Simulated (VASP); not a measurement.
# Cu in VASP: a series of runs

The runs below take Cu through single point, with r2SCAN.

Program: VASP 6.6.1. These are calculated values, not measurements. Logs are shortened: lines on timing, memory, paths and dates and some standing lists are left out, and cuts for length are marked.

## Step 1: The cell of the first run

It takes space group Fm-3m (No. 225, cubic). Conventional cell: a = 3.647 Å, b = 3.647 Å, c = 3.647 Å, α = 90.00°, β = 90.00°, γ = 90.00°. Within 3.4 Å of Cu (site symmetry m-3m) lie 12 Cu at 2.58 Å.

## Step 2: Single point, r2SCAN (volume scaled by 1.06)

The input, POSCAR:

```
Cu
1.0
    0.0000000000      1.8235162681      1.8235162681
    1.8235162681      0.0000000000      1.8235162681
    1.8235162681      1.8235162681      0.0000000000
Cu
1
Direct
    0.0000000000      0.0000000000      0.0000000000
```

The input, INCAR.step1:

```
SYSTEM = Cu
ALGO = Normal
EDIFF = 1E-4
ENCUT = 520
GGA = PE
ISMEAR = 0
LASPH = .True.
LCHARG = .False.
LREAL = .False.
LWAVE = .True.
NBANDS = 12
NELM = 80
PREC = Accurate
SIGMA = 0.1
```

The input, INCAR.step2:

```
SYSTEM = Cu
ALGO = Normal
EDIFF = 1E-6
ENCUT = 520
ISIF = 2
ISMEAR = 0
ISTART = 1
LASPH = .True.
LCHARG = .False.
LMIXTAU = .True.
LREAL = .False.
LWAVE = .False.
METAGGA = R2SCAN
NBANDS = 12
NELM = 80
PREC = Accurate
SIGMA = 0.1
```

The input, KPOINTS:

```
k-points
0
Gamma
  20 20 20
  0 0 0
```

Potentials or basis: VASP PAW PBE potentials, release 64 (Cu).

Started as:

```sh
cat potpaw_PBE.64/Cu/POTCAR > POTCAR
cp INCAR.step1 INCAR
mpirun -np 1 vasp_std > vasp.out
cp INCAR.step2 INCAR
mpirun -np 1 vasp_std > vasp.out
```

OUTCAR:

```text
SYSTEM = Cu
   EDIFF = 1E-6
   ENCUT = 520
   ISIF = 2
   ISMEAR = 0
   ISTART = 1
   LASPH = .True.
   LREAL = .False.
   METAGGA = R2SCAN
   NELM = 80
   PREC = Accurate

 ion  position               nearest neighbor table
   1  0.000  0.000  0.000-

  LATTYP: Found a face centered cubic cell.
 ALAT       =     3.6470325362

  Lattice vectors:

 A1 = (   0.0000000000,   1.8235162681,   1.8235162681)
 A2 = (   1.8235162681,   0.0000000000,   1.8235162681)
 A3 = (   1.8235162681,   1.8235162681,   0.0000000000)

Analysis of symmetry for initial positions (statically):
=====================================================================
 Subroutine PRICEL returns:
 Original cell was already a primitive cell.

 Routine SETGRP: Setting up the symmetry group for a
 face centered cubic supercell.

 Subroutine GETGRP returns: Found 48 space group operations
 (whereof 48 operations were pure point group operations)
 out of a pool of 48 trial point group operations.

The static configuration has the point symmetry O_h .

Analysis of symmetry for dynamics (positions and initial velocities):
=====================================================================
 Subroutine PRICEL returns:
 Original cell was already a primitive cell.

 Routine SETGRP: Setting up the symmetry group for a
 face centered cubic supercell.

 Subroutine GETGRP returns: Found 48 space group operations
 (whereof 48 operations were pure point group operations)
 out of a pool of 48 trial point group operations.

The dynamic configuration has the point symmetry O_h .

 Subroutine INISYM returns: Found 48 space group operations
 (whereof 48 operations are pure point group operations),
 and found     1 'primitive' translations

----------------------------------------------------------------------------------------

                                     Primitive cell

  volume of cell :      12.1272

  direct lattice vectors                    reciprocal lattice vectors
     0.000000000  1.823516268  1.823516268    -0.274195525  0.274195525  0.274195525
     1.823516268  0.000000000  1.823516268     0.274195525 -0.274195525  0.274195525
     1.823516268  1.823516268  0.000000000     0.274195525  0.274195525 -0.274195525

  length of vectors
     2.578841438  2.578841438  2.578841438     0.474920580  0.474920580  0.474920580

  position of ions in fractional coordinates (direct lattice)
     0.000000000  0.000000000  0.000000000

  ion indices of the primitive-cell ions
   primitive index   ion index
                 1           1

----------------------------------------------------------------------------------------

 KPOINTS: k-points

Automatic generation of k-mesh.
 Grid dimensions read from file:
 generate k-points for:   20   20   20

 Generating k-lattice:

  Cartesian coordinates                     Fractional coordinates (reciprocal lattice)
    -0.013709776  0.013709776  0.013709776     0.050000000  0.000000000  0.000000000
     0.013709776 -0.013709776  0.013709776     0.000000000  0.050000000  0.000000000
     0.013709776  0.013709776 -0.013709776     0.000000000  0.000000000  0.050000000

  Length of vectors
     0.023746029  0.023746029  0.023746029

  Shift w.r.t. Gamma in fractional coordinates (k-lattice)
     0.000000000  0.000000000  0.000000000

 Subroutine IBZKPT returns following result:
 ===========================================

 Found    256 irreducible k-points:

 Following reciprocal coordinates:
            Coordinates               Weight
  0.000000  0.000000  0.000000      1.000000
  0.050000  0.000000  0.000000      8.000000
  0.100000  0.000000  0.000000      8.000000
  0.150000  0.000000  0.000000      8.000000
  0.200000  0.000000  0.000000      8.000000
  0.250000  0.000000  0.000000      8.000000
[... 16 lines left out ...]
 -0.400000  0.050000  0.000000     24.000000
 -0.350000  0.050000  0.000000     24.000000
 [... further k-points ...]
   k-points           NKPTS =    256   k-points in BZ     NKDIM =    256   number of bands    NBANDS=     12
   number of dos      NEDOS =    301   number of ions     NIONS =      1
   total plane-waves  NPLWV =   8000
   dimension x,y,z NGX =    20 NGY =   20 NGZ =   20
   dimension x,y,z NGXF=    40 NGYF=   40 NGZF=   40
   ions per type =               1
   NGX,Y,Z   is equivalent  to a cutoff of  12.89, 12.89, 12.89 a.u.
   NGXF,Y,Z  is equivalent  to a cutoff of  25.79, 25.79, 25.79 a.u.
 SYSTEM =  Cu
   PREC   = accura    normal or accurate (medium, high low for compatibility)
   ISTART =      1    job   : 0-new  1-cont  2-samecut
   ICHARG =      0    charge: 1-file 2-atom 10-const
   ISPIN  =      1    spin polarized calculation?
   LNONCOLLINEAR =      F non collinear calculations
   LSORBIT =      F    spin-orbit coupling
   LASPH  =      T    aspherical Exc in radial PAW
   ENCUT  =  520.0 eV  38.22 Ry    6.18 a.u.   4.79  4.79  4.79*2*pi/ulx,y,z
   NELM   =     80;   NELMIN=  2; NELMDL=  0     # of ELM steps
   EDIFF  = 0.1E-05   stopping-criterion for ELM
   LREAL  =      F    real-space projection
   EDIFFG = 0.1E-04   stopping-criterion for IOM
   NSW    =      0    number of steps for IOM
   IBRION =     -1    ionic relax: 0-MD 1-quasi-New 2-CG
   NFREE  =      0    steps in history (QN), initial steepest desc. (CG)
   ISIF   =      2    stress and relaxation
   ISYM   =      2    0-nonsym 1-usesym 2-fastsym
   POTIM  = 0.5000    time-step for ionic-motion
   TEBEG  =    0.0;   TEEND  =   0.0 temperature during run
   PSTRESS=    0.0 pullay stress
   NELECT =      11.0000    total number of electrons
   NUPDOWN=      -1.0000    fix difference up-down
   EMIN   =  10.00;   EMAX   =-10.00  energy-range for DOS
   EFERMI =   0.00;   METHOD = LEGACY
   ISMEAR =     0;   SIGMA  =   0.10  broadening in eV -4-tet -1-fermi 0-gaus
   EFERMI_NEDOS =   21; number of points for ismear=-14 and -15
   IALGO  =     38    algorithm
   IMIX   =      4    mixing-type and parameters
     AMIX     =   0.40;   BMIX     =  1.00
     AMIX_MAG =   1.60;   BMIX_MAG =  1.00
  volume/ion in A,a.u.               =      12.13        81.84
  Fermi-wavevector in a.u.,A,eV,Ry     =   1.584721  2.994688 34.168854  2.511340
  Thomas-Fermi vector in A             =   2.684295
   LORBIT       =      0    0 simple, 1 ext, 2 COOP (PROOUT), +10 PAW based schemes
   METAGGA = R2SCAN    functional components
   LHFCALC =     F    Hartree Fock is set to
   AEXX    =    0.0000 exact exchange contribution
   IVDW    =     0    specifies the selected vdW correction
   LEPSILON=     F    determine dielectric tensor
   LRPA    =     F    only Hartree local field effects (RPA)
 non-spin polarized calculation
 Gauss-broadening in eV      SIGMA  =   0.10
  energy-cutoff  :      520.00
  volume of cell :       12.13
 maximum number of plane-waves:       335
   NGX =  9   NGY =  9   NGZ =  9

 number of electron      10.9999993 magnetization

 Free energy of the ion-electron system (eV)
  ---------------------------------------------------
  ext. energy  EPLUGINS =         0.00000000
  ---------------------------------------------------
  free energy    TOTEN  =       -10.81279050 eV

  energy without entropy =      -10.81153791  energy(sigma->0) =      -10.81216421

 E-fermi :   7.0456     XC(G=0): -13.5664

 val. band max:        7.0196878891   @ k =   0.5000   0.2500   0.1000
 cond. band min:       7.0914730497   @ k =   0.5000   0.3500   0.1500
 fundamental gap:      0.0717851606
 Fermi energy:         7.0455507772

 k-point     1 :       0.0000    0.0000    0.0000
  band No.  band energies     occupation
      1      -2.3823      2.00000
      2       4.0260      2.00000
      3       4.0261      2.00000
      4       4.0261      2.00000
      5       4.8066      2.00000
      6       4.8066      2.00000
      7      30.2382      0.00000
      8      33.0603      0.00000
      9      33.0603      0.00000
     10      33.0606      0.00000
     11      35.4262      0.00000
     12      35.4263      0.00000

 k-point     2 :       0.0500    0.0000    0.0000
  band No.  band energies     occupation
      1      -2.2893      2.00000
      2       4.0067      2.00000
      3       4.0431      2.00000
      4       4.0431      2.00000
      5       4.7999      2.00000
      6       4.7999      2.00000
      7      29.7203      0.00000
      8      31.7624      0.00000
      9      32.7205      0.00000
     10      32.7207      0.00000
     11      35.9007      0.00000
     12      35.9008      0.00000

 k-point     3 :       0.1000    0.0000    0.0000
  band No.  band energies     occupation
      1      -2.0128      2.00000
      2       3.9530      2.00000
      3       4.0886      2.00000
      4       4.0887      2.00000
      5       4.7848      2.00000
      6       4.7848      2.00000
      7      27.6544      0.00000
      8      31.0576      0.00000
      9      32.0850      0.00000
     10      32.0852      0.00000
     11      36.9109      0.00000
     12      36.9109      0.00000

 k-point     4 :       0.1500    0.0000    0.0000
  band No.  band energies     occupation
      1      -1.5607      2.00000
      2       3.8784      2.00000
      3       4.1442      2.00000
      4       4.1443      2.00000
      5       4.7786      2.00000
      6       4.7787      2.00000
      7      25.0250      0.00000
      8      30.7996      0.00000
      9      31.4627      0.00000
     10      31.4629      0.00000
     11      37.4827      0.00000
     12      37.8936      0.00000

 k-point     5 :       0.2000    0.0000    0.0000
  band No.  band energies     occupation
      1      -0.9499      2.00000
      2       3.8060      2.00000
      3       4.1794      2.00000
      4       4.1796      2.00000
      5       4.8091      2.00000
      6       4.8092      2.00000
      7      22.3829      0.00000
      8      30.5164      0.00000
      9      30.9308      0.00000
     10      30.9309      0.00000
     11      37.4361      0.00000
     12      37.5090      0.00000
[... 228 lines left out ...]
      1       2.0404      2.00000
      2       3.9506      2.00000
      3       4.0115      2.00000
      4       5.0511      2.00000
      5       5.3737      2.00000
      6       6.4509      2.00000
      7      11.0228      0.00000
      8      27.9659      0.00000
      9      29.0017      0.00000
     10      29.2146      0.00000
     11      33.6385      0.00000
     12      33.8700      0.00000

 k-point    22 :      -0.4500    0.0500    0.0000
  band No.  band energies     occupation
      1       2.0234      2.00000
      2       3.9586      2.00000
      3       4.0119      2.00000
      4       5.0362      2.00000
      5       5.3382      2.00000
      6       6.3166      2.00000
      7      11.2655      0.00000
      8      27.6715      0.00000
      9      29.2397      0.00000
     10      29.5076      0.00000
     11      33.2497      0.00000
     12      34.1175      0.00000

 k-point    23 :      -0.4000    0.0500    0.0000
  band No.  band energies     occupation
      1       1.8812      2.00000
      2       3.9906      2.00000
      3       4.0356      2.00000
      4       4.7522      2.00000
      5       5.2517      2.00000
      6       5.7466      2.00000
      7      12.6396      0.00000
      8      27.4703      0.00000
      9      29.4854      0.00000
     10      30.1604      0.00000
     11      33.0686      0.00000
     12      34.4892      0.00000

 k-point    24 :      -0.3500    0.0500    0.0000
  band No.  band energies     occupation
      1       1.5232      2.00000
      2       4.0409      2.00000
      3       4.0793      2.00000
      4       4.2304      2.00000
      5       5.1258      2.00000
      6       5.4101      2.00000
      7      14.5379      0.00000
      8      27.4025      0.00000
      9      29.8951      0.00000
     10      30.8872      0.00000
     11      33.1573      0.00000
     12      34.9384      0.00000

 [... further k-points ...]
[... 5 lines left out ...]
  --------------------------------------------------------------------------------------
  -------------------------------------------------------------------------------------
  Total       -0.5773088     -0.5773088     -0.5773088      0.0000000      0.0000000      0.0000000
  in kB      -76.2710713    -76.2710713    -76.2710713      0.0000000      0.0000000      0.0000000
  external PRESSURE =     -76.2710713 kB  Pullay stress =       0.0000000 kB

 VOLUME and BASIS-vectors are now :
 -----------------------------------------------------------------------------
  energy-cutoff  :      520.00
  volume of cell :       12.13
      direct lattice vectors                 reciprocal lattice vectors
     0.000000000  1.823516268  1.823516268    -0.274195525  0.274195525  0.274195525
     1.823516268  0.000000000  1.823516268     0.274195525 -0.274195525  0.274195525
     1.823516268  1.823516268  0.000000000     0.274195525  0.274195525 -0.274195525

 POSITION                                       TOTAL-FORCE (eV/Angst)
 -----------------------------------------------------------------------------------
      0.00000      0.00000      0.00000         0.000000      0.000000      0.000000
 -----------------------------------------------------------------------------------
    total drift:                                0.000000      0.000000      0.000000

  FREE ENERGIE OF THE ION-ELECTRON SYSTEM (eV)
  ---------------------------------------------------
  free  energy   TOTEN  =       -10.8127904965 eV

  energy  without entropy=      -10.8115379149  energy(sigma->0) =      -10.81216421
```

It took 57 s on 1 thread of Intel Xeon 6975P-C (Granite Rapids), shared host; peak memory 0.15 GiB.

Results:

```yaml
Free_energy: -10.8128 eV
Pressure: -7.6 GPa
```

Caveat: the PAW data sets were made with another functional, which shifts forces and pressure a little.

## Step 3: Single point, r2SCAN (volume scaled by 1.10)

The input, POSCAR:

```
Cu
1.0
    0.0000000000      1.8461709606      1.8461709606
    1.8461709606      0.0000000000      1.8461709606
    1.8461709606      1.8461709606      0.0000000000
Cu
1
Direct
    0.0000000000      0.0000000000      0.0000000000
```

The input, INCAR.step1:

```
  PREC = Accurate
  ENCUT = 520
  ISMEAR = 0
  SIGMA = 0.1
  LREAL = F
  LASPH = T
  NELM = 80
  NBANDS = 12
  GGA = PE
  ALGO = Normal
  EDIFF = 1E-4
  LWAVE = T
  LCHARG = F
```

The input, INCAR.step2:

```
  PREC = Accurate
  ENCUT = 520
  EDIFF = 1E-6
  ISMEAR = 0
  SIGMA = 0.1
  LREAL = F
  LASPH = T
  NELM = 80
  ALGO = Normal
  ISIF = 2
  LWAVE = F
  LCHARG = F
  METAGGA = R2SCAN
  LMIXTAU = T
  NBANDS = 12
  ISTART = 1
```

The input, KPOINTS:

```
Automatic mesh
0
Gamma
  20 20 20
```

Potentials or basis: VASP PAW PBE potentials, release 64 (Cu).

Started as:

```sh
cat potpaw_PBE.64/Cu/POTCAR > POTCAR
cp INCAR.step1 INCAR
mpirun -np 1 vasp_std > vasp.out
cp INCAR.step2 INCAR
mpirun -np 1 vasp_std > vasp.out
```

OUTCAR:

```text
PREC = Accurate
   ENCUT = 520
   EDIFF = 1E-6
   ISMEAR = 0
   LREAL = F
   LASPH = T
   NELM = 80
   ISIF = 2
   METAGGA = R2SCAN
   ISTART = 1

 ion  position               nearest neighbor table
   1  0.000  0.000  0.000-

  LATTYP: Found a face centered cubic cell.
 ALAT       =     3.6923419212

  Lattice vectors:

 A1 = (   0.0000000000,   1.8461709606,   1.8461709606)
 A2 = (   1.8461709606,   0.0000000000,   1.8461709606)
 A3 = (   1.8461709606,   1.8461709606,   0.0000000000)

Analysis of symmetry for initial positions (statically):
=====================================================================
 Subroutine PRICEL returns:
 Original cell was already a primitive cell.

 Routine SETGRP: Setting up the symmetry group for a
 face centered cubic supercell.

 Subroutine GETGRP returns: Found 48 space group operations
 (whereof 48 operations were pure point group operations)
 out of a pool of 48 trial point group operations.

The static configuration has the point symmetry O_h .

Analysis of symmetry for dynamics (positions and initial velocities):
[... 160 lines left out ...]
 cond. band min:       6.6178577457   @ k =  -0.4500   0.1000   0.0500
 fundamental gap:      0.0432389322
 Fermi energy:         6.6172110286

 k-point     1 :       0.0000    0.0000    0.0000
  band No.  band energies     occupation
      1      -2.5306      2.00000
      2       3.7040      2.00000
      3       3.7040      2.00000
      4       3.7040      2.00000
      5       4.4397      2.00000
      6       4.4397      2.00000
      7      29.4947      0.00000
      8      32.0263      0.00000
      9      32.0263      0.00000
     10      32.0266      0.00000
     11      34.3767      0.00000
     12      34.3768      0.00000
[... 331 lines left out ...]
 k-point    24 :      -0.3500    0.0500    0.0000
  band No.  band energies     occupation
      1       1.2964      2.00000
      2       3.7188      2.00000
      3       3.7547      2.00000
      4       3.9155      2.00000
      5       4.7424      2.00000
      6       5.0155      2.00000
      7      13.8896      0.00000
      8      26.5344      0.00000
      9      29.0516      0.00000
     10      29.8324      0.00000
     11      32.1889      0.00000
     12      33.9040      0.00000

 [... further k-points ...]
[... 5 lines left out ...]
  --------------------------------------------------------------------------------------
  -------------------------------------------------------------------------------------
  Total       -0.9158360     -0.9158360     -0.9158360     -0.0000000     -0.0000000     -0.0000000
  in kB     -116.5956984   -116.5956984   -116.5956984     -0.0000000     -0.0000000     -0.0000000
  external PRESSURE =    -116.5956984 kB  Pullay stress =       0.0000000 kB

 VOLUME and BASIS-vectors are now :
 -----------------------------------------------------------------------------
  energy-cutoff  :      520.00
  volume of cell :       12.58
      direct lattice vectors                 reciprocal lattice vectors
     0.000000000  1.846170961  1.846170961    -0.270830823  0.270830823  0.270830823
     1.846170961  0.000000000  1.846170961     0.270830823 -0.270830823  0.270830823
     1.846170961  1.846170961  0.000000000     0.270830823  0.270830823 -0.270830823

 POSITION                                       TOTAL-FORCE (eV/Angst)
 -----------------------------------------------------------------------------------
      0.00000      0.00000      0.00000         0.000000     -0.000000      0.000000
 -----------------------------------------------------------------------------------
    total drift:                                0.000000      0.000000      0.000000

  FREE ENERGIE OF THE ION-ELECTRON SYSTEM (eV)
  ---------------------------------------------------
  free  energy   TOTEN  =       -10.7855663236 eV

  energy  without entropy=      -10.7842674894  energy(sigma->0) =      -10.78491691
```

Run time: 56 s. Hardware: 1 thread of Intel Xeon 6975P-C (Granite Rapids), shared host; peak memory 0.15 GiB.

What came out:

```
Free energy : -10.7856 eV
Pressure    : -11.7 GPa
```

Levels at points of the mesh, in eV from the Fermi level:
| k point | band 3 | band 4 | band 5 | band 6 | band 7 | band 8 | band 9 | band 10 |
| --- | --- | --- | --- | --- | --- | --- | --- | --- |
| (0.00, 0.00, 0.00) | -2.91 | -2.91 | -2.18 | -2.18 | 22.88 | 25.41 | 25.41 | 25.41 |
| (0.50, 0.00, 0.00) | -2.95 | -1.64 | -1.64 | -0.83 | 3.68 | 21.43 | 22.16 | 22.16 |
| (0.50, 0.50, 0.00) | -1.67 | -1.50 | -1.50 | 1.66 | 7.03 | 13.28 | 13.28 | 17.49 |

Caveat: the PAW data sets were made with another functional, which shifts forces and pressure a little.

[end of part 1 of 2]
